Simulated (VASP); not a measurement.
# Cs (I4_1/amd) in VASP: electric field gradients with LDA

Aim: the electric field gradients of Cs with LDA.

Program: VASP 6.6.1. These are calculated values, not measurements. Logs are shortened: lines on timing, memory, paths and dates and some standing lists are left out, and cuts for length are marked.

## 1. The cell of the first run

The structure is tetragonal, space group I4_1/amd (No. 141). The conventional cell has a = 5.108 Å, b = 5.108 Å, c = 19.192 Å, α = 90.00°, β = 90.00°, γ = 90.00°.

## 2. Electric field gradients, LDA

Contents of INCAR:

```
PREC     = Accurate       # precision mode
ENCUT    = 520            # plane-wave cutoff, eV
EDIFF    = 1E-8           # SCF threshold, eV
ISMEAR   = -1             # smearing method
SIGMA    = 0.03           # smearing width, eV
LREAL    = False          # projectors in reciprocal space
LASPH    = True           # aspherical terms in the spheres
NELM     = 60             # most SCF steps
ALGO     = Normal         # electronic algorithm
ISIF     = 2              # what is computed and relaxed
LWAVE    = False          # write WAVECAR
LCHARG   = False          # write CHGCAR
GGA      = CA             # functional
LEFG     = True         
NBANDS   = 16             # bands
```

Contents of KPOINTS:

```
regular mesh
0
Gamma
  9 9 9
```

Contents of POSCAR:

```
Cs
1.0
   -2.5538463026      2.5538463026      9.5960667852
    2.5538463026     -2.5538463026      9.5960667852
    2.5538463026      2.5538463026     -9.5960667852
Cs
2
Direct
    0.2500000000      0.7500000000      0.5000000000
    0.5000000000      0.5000000000      0.0000000000
```

Potentials or basis: VASP PAW LDA potentials, release 64 (Cs_sv).

Command:

```console
$ cat potpaw_LDA.64/Cs_sv/POTCAR > POTCAR
$ mpirun -np 1 vasp_std > vasp.out
```

OUTCAR:

```text
PREC = Accurate
   ENCUT = 520
   EDIFF = 1E-8
   ISMEAR = -1
   LREAL = False
   LASPH = True
   NELM = 60
   ISIF = 2
   GGA = CA

 ion  position               nearest neighbor table
   1  0.250  0.750  0.500-
   2  0.500  0.500  0.000-

  LATTYP: Found a body centered tetragonal cell.
 ALAT       =     5.1076926052
 C/A-ratio  =     3.7574958115

  Lattice vectors:

 A1 = (  -2.5538463026,   2.5538463026,   9.5960667852)
 A2 = (   2.5538463026,  -2.5538463026,   9.5960667852)
 A3 = (   2.5538463026,   2.5538463026,  -9.5960667852)

Analysis of symmetry for initial positions (statically):
=====================================================================
 Subroutine PRICEL returns:
 Original cell was already a primitive cell.

 Routine SETGRP: Setting up the symmetry group for a
 body centered tetragonal supercell.

 Subroutine GETGRP returns: Found 16 space group operations
 (whereof  8 operations were pure point group operations)
 out of a pool of 16 trial point group operations.

The static configuration has the point symmetry D_2d.
 The point group associated with its full space group is D_4h.

Analysis of symmetry for dynamics (positions and initial velocities):
=====================================================================
 Subroutine PRICEL returns:
 Original cell was already a primitive cell.

 Routine SETGRP: Setting up the symmetry group for a
 body centered tetragonal supercell.

 Subroutine GETGRP returns: Found 16 space group operations
 (whereof  8 operations were pure point group operations)
 out of a pool of 16 trial point group operations.

The dynamic configuration has the point symmetry D_2d.
 The point group associated with its full space group is D_4h.

 Subroutine INISYM returns: Found 16 space group operations
 (whereof  8 operations are pure point group operations),
 and found     1 'primitive' translations

----------------------------------------------------------------------------------------

                                     Primitive cell

  volume of cell :     250.3472

  direct lattice vectors                    reciprocal lattice vectors
    -2.553846303  2.553846303  9.596066785     0.000000000  0.195783121  0.052104681
     2.553846303 -2.553846303  9.596066785     0.195783121  0.000000000  0.052104681
     2.553846303  2.553846303 -9.596066785     0.195783121  0.195783121  0.000000000

  length of vectors
    10.253231667 10.253231667 10.253231667     0.202597947  0.202597947  0.276879145

  position of ions in fractional coordinates (direct lattice)
     0.250000000  0.750000000  0.500000000
     0.500000000  0.500000000  0.000000000

  ion indices of the primitive-cell ions
   primitive index   ion index
                 1           1
                 2           2

----------------------------------------------------------------------------------------

 KPOINTS: regular mesh

Automatic generation of k-mesh.
 Grid dimensions read from file:
 generate k-points for:    9    9    9

 Generating k-lattice:

  Cartesian coordinates                     Fractional coordinates (reciprocal lattice)
     0.000000000  0.021753680  0.005789409     0.111111111  0.000000000 -0.000000000
     0.021753680  0.000000000  0.005789409     0.000000000  0.111111111 -0.000000000
     0.021753680  0.021753680  0.000000000     0.000000000  0.000000000  0.111111111

  Length of vectors
     0.022510883  0.022510883  0.030764349

  Shift w.r.t. Gamma in fractional coordinates (k-lattice)
     0.000000000  0.000000000  0.000000000

 Subroutine IBZKPT returns following result:
 ===========================================

 Found     75 irreducible k-points:

 Following reciprocal coordinates:
            Coordinates               Weight
  0.000000  0.000000  0.000000      1.000000
  0.111111 -0.000000  0.000000      8.000000
  0.222222  0.000000 -0.000000      8.000000
  0.333333 -0.000000  0.000000      8.000000
  0.444444  0.000000 -0.000000      8.000000
  0.111111  0.111111  0.000000      8.000000
[... 16 lines left out ...]
 -0.333333  0.333333  0.000000      4.000000
  0.444444  0.444444 -0.000000      8.000000
 [... further k-points ...]
   k-points           NKPTS =     75   k-points in BZ     NKDIM =     75   number of bands    NBANDS=     16
   number of dos      NEDOS =    301   number of ions     NIONS =      2
   total plane-waves  NPLWV = 512000
   dimension x,y,z NGX =    80 NGY =   80 NGZ =   80
   dimension x,y,z NGXF=   160 NGYF=  160 NGZF=  160
   ions per type =               2
   NGX,Y,Z   is equivalent  to a cutoff of  12.97, 12.97, 12.97 a.u.
   NGXF,Y,Z  is equivalent  to a cutoff of  25.94, 25.94, 25.94 a.u.
 SYSTEM =  unknown system
   PREC   = accura    normal or accurate (medium, high low for compatibility)
   ISTART =      0    job   : 0-new  1-cont  2-samecut
   ICHARG =      2    charge: 1-file 2-atom 10-const
   ISPIN  =      1    spin polarized calculation?
   LNONCOLLINEAR =      F non collinear calculations
   LSORBIT =      F    spin-orbit coupling
   LASPH  =      T    aspherical Exc in radial PAW
   ENCUT  =  520.0 eV  38.22 Ry    6.18 a.u.  19.06 19.06 19.06*2*pi/ulx,y,z
   NELM   =     60;   NELMIN=  2; NELMDL= -5     # of ELM steps
   EDIFF  = 0.1E-07   stopping-criterion for ELM
   LREAL  =      F    real-space projection
   EDIFFG = 0.1E-06   stopping-criterion for IOM
   NSW    =      0    number of steps for IOM
   IBRION =     -1    ionic relax: 0-MD 1-quasi-New 2-CG
   NFREE  =      0    steps in history (QN), initial steepest desc. (CG)
   ISIF   =      2    stress and relaxation
   ISYM   =      2    0-nonsym 1-usesym 2-fastsym
   POTIM  = 0.5000    time-step for ionic-motion
   TEBEG  =    0.0;   TEEND  =   0.0 temperature during run
   PSTRESS=    0.0 pullay stress
   NELECT =      18.0000    total number of electrons
   NUPDOWN=      -1.0000    fix difference up-down
   EMIN   =  10.00;   EMAX   =-10.00  energy-range for DOS
   EFERMI =   0.00;   METHOD = LEGACY
   ISMEAR =    -1;   SIGMA  =   0.03  broadening in eV -4-tet -1-fermi 0-gaus
   EFERMI_NEDOS =   21; number of points for ismear=-14 and -15
   IALGO  =     38    algorithm
   IMIX   =      4    mixing-type and parameters
     AMIX     =   0.40;   BMIX     =  1.00
     AMIX_MAG =   1.60;   BMIX_MAG =  1.00
  volume/ion in A,a.u.               =     125.17       844.71
  Fermi-wavevector in a.u.,A,eV,Ry     =   0.680745  1.286422  6.305135  0.463414
  Thomas-Fermi vector in A             =   1.759326
   LORBIT       =      0    0 simple, 1 ext, 2 COOP (PROOUT), +10 PAW based schemes
   GGA     = CA    functional components
   LHFCALC =     F    Hartree Fock is set to
   AEXX    =    0.0000 exact exchange contribution
   IVDW    =     0    specifies the selected vdW correction
   LEPSILON=     F    determine dielectric tensor
   LRPA    =     F    only Hartree local field effects (RPA)
 non-spin polarized calculation
  energy-cutoff  :      520.00
  volume of cell :      250.35
 maximum number of plane-waves:      6808
 NGX is ok and might be reduce to    80
   NGX = 39   NGY = 39   NGZ = 39

 number of electron      18.0000001 magnetization

 Free energy of the ion-electron system (eV)
  ---------------------------------------------------
  ext. energy  EPLUGINS =         0.00000000
  ---------------------------------------------------
  free energy    TOTEN  =        -1.81737051 eV

  energy without entropy =       -1.81078183  energy(sigma->0) =       -1.81407617

 E-fermi :   0.1006     XC(G=0):  -5.3149

 val. band max:        0.0673199760   @ k =   0.2222   0.2222   0.1111
 cond. band min:       0.1102862669   @ k =  -0.3333   0.3333   0.2222
 fundamental gap:      0.0429662909
 Fermi energy:         0.1005730917

 k-point     1 :       0.0000    0.0000    0.0000
  band No.  band energies     occupation
      1     -23.8380      2.00000
      2     -23.8336      2.00000
      3     -10.6941      2.00000
      4     -10.5779      2.00000
      5     -10.5736      2.00000
      6     -10.5736      2.00000
[... 8 lines left out ...]
     15       3.2245      0.00000
     16       3.2246      0.00000

 k-point     2 :       0.1111   -0.0000    0.0000
  band No.  band energies     occupation
      1     -23.8373      2.00000
      2     -23.8331      2.00000
      3     -10.6900      2.00000
      4     -10.5923      2.00000
      5     -10.5851      2.00000
      6     -10.5767      2.00000
[... 8 lines left out ...]
     15       2.8882      0.00000
     16       3.1870      0.00000
[... 387 lines left out ...]
      5     -10.6654      2.00000
      6     -10.6649      2.00000
[... 8 lines left out ...]
     15       2.2114      0.00000
     16       2.2409      0.00000

 k-point    24 :       0.4444    0.4444   -0.0000
  band No.  band energies     occupation
      1     -23.8259      2.00000
      2     -23.8258      2.00000
      3     -10.6961      2.00000
      4     -10.6954      2.00000
      5     -10.6891      2.00000
      6     -10.6883      2.00000
[... 8 lines left out ...]
     15       2.3935      0.00000
     16       2.4175      0.00000

 [... further k-points ...]
[... 5 lines left out ...]
  --------------------------------------------------------------------------------------
  -------------------------------------------------------------------------------------
  Total       -0.4384043     -0.4384043     -0.6386646      0.0000000      0.0000000      0.0000000
  in kB       -2.8057089     -2.8057089     -4.0873393      0.0000000      0.0000000      0.0000000
  external PRESSURE =      -3.2329190 kB  Pullay stress =       0.0000000 kB

 VOLUME and BASIS-vectors are now :
 -----------------------------------------------------------------------------
  energy-cutoff  :      520.00
  volume of cell :      250.35
      direct lattice vectors                 reciprocal lattice vectors
    -2.553846303  2.553846303  9.596066785     0.000000000  0.195783121  0.052104681
     2.553846303 -2.553846303  9.596066785     0.195783121  0.000000000  0.052104681
     2.553846303  2.553846303 -9.596066785     0.195783121  0.195783121  0.000000000

 POSITION                                       TOTAL-FORCE (eV/Angst)
 -----------------------------------------------------------------------------------
      2.55385      0.00000      4.79803        -0.000000      0.000000     -0.000000
      0.00000      0.00000      9.59607         0.000000     -0.000000      0.000000
 -----------------------------------------------------------------------------------
    total drift:                                0.000000     -0.000000      0.000000

  FREE ENERGIE OF THE ION-ELECTRON SYSTEM (eV)
  ---------------------------------------------------
  free  energy   TOTEN  =        -1.8173705138 eV

  energy  without entropy=       -1.8107818311  energy(sigma->0) =       -1.81407617

 Electric field gradients (V/A^2)
---------------------------------------------------------------------
 ion       V_xx      V_yy      V_zz      V_xy      V_xz      V_yz
---------------------------------------------------------------------
   1       2.338     2.338    -4.677    -0.000    -0.000    -0.000
   2       2.338     2.338    -4.677    -0.000    -0.000    -0.000
---------------------------------------------------------------------

 Electric field gradients after diagonalization (V/A^2)
 (convention: |V_zz| > |V_xx| > |V_yy|)
----------------------------------------------------------------------
 ion       V_xx      V_yy      V_zz     asymmetry (V_yy - V_xx)/ V_zz
----------------------------------------------------------------------
   1       2.339     2.338    -4.677       0.000
   2       2.339     2.338    -4.677       0.000
----------------------------------------------------------------------

           NMR quadrupolar parameters

 Cq : quadrupolar parameter    Cq=e*Q*V_zz/h
 eta: asymmetry parameters     (V_yy - V_xx)/ V_zz
 Q  : nuclear electric quadrupole moment in mb (millibarn)
----------------------------------------------------------------------
 ion       Cq(MHz)       eta       Q (mb)
----------------------------------------------------------------------
   1      -0.011       0.000       1.000
   2      -0.011       0.000       1.000
----------------------------------------------------------------------
```

It took 37 min on 1 thread of Oxide Virtual Turin-like, shared host; peak memory 0.73 GiB.

Results:

| Property | Result |
| --- | --- |
| Free energy | -1.8174 eV |
| Pressure | -0.3 GPa |
| Band gap on the k mesh | zero (bands 9 and 10 overlap by 1.55 eV) |
| Largest electric field gradient by atom | Cs -4.7 V/Å² |

Stress tensor (GPa, compression positive):
```
-0.28  0.00  0.00
 0.00 -0.28  0.00
 0.00  0.00 -0.41
```

Levels at points of the mesh, in eV from the Fermi level:
```tsv
k point	band 7	band 8	band 9	band 10	band 11	band 12
(0.00, 0.00, 0.00)	-10.67	-10.67	-1.60	-0.16	0.62	1.50
```

Electric field gradients, principal values (V/Å²):
```csv
atom,least,middle,greatest (by size)
1 Cs,2.338,2.339,-4.677
2 Cs,2.338,2.339,-4.677
```

Caveat: without QUAD_EFG the Cq values of the log hold for a quadrupole moment of 1 mb, not for the nuclei; spin-orbit coupling is left out, which moves the levels of the heavy elements.
